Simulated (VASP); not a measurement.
Input of a VASP 6.6.1 run:

File INCAR:

```
PREC = Accurate ; ENCUT = 520
EDIFF = 1E-6 ; ISMEAR = 0
SIGMA = 0.1 ; LREAL = F
LASPH = T ; NELM = 80
ALGO = Normal ; ISIF = 2
LWAVE = F ; LCHARG = F
GGA = PE ; NBANDS = 19
```

Contents of KPOINTS:

```
Automatic mesh
0
Gamma
  6 6 4
```

POSCAR

```
PtF2
1.0
    2.8331746200      0.0000000000      0.0000000000
    0.0000000000      2.8331746200      0.0000000000
    0.0000000000      0.0000000000      4.0067139700
Pt F
1 2
Direct
    0.0000000000      0.0000000000      0.0000000000
    0.0000000000      0.0000000000      0.5000000000
    0.5000000000      0.5000000000      0.0000000000
```

Potentials or basis: VASP PAW PBE potentials, release 64 (Pt, F).

The run is started by

```sh
$ cat potpaw_PBE.64/Pt/POTCAR potpaw_PBE.64/F/POTCAR > POTCAR
$ mpirun -np 1 vasp_std > vasp.out
```

(1) Estimate the band gap on the k mesh.

(2) Estimate the pressure.

## Answers

(1) zero (bands 12 and 13 overlap by 4.46 eV).

(2) 75.9 GPa.

Caveat: the k points lie up to 0.39 Å⁻¹ apart, too coarse for converged energies and pressures of a metal; the cell differs from its parent crystal (atoms taken out); spin-orbit coupling is left out, which moves the levels of the heavy elements.
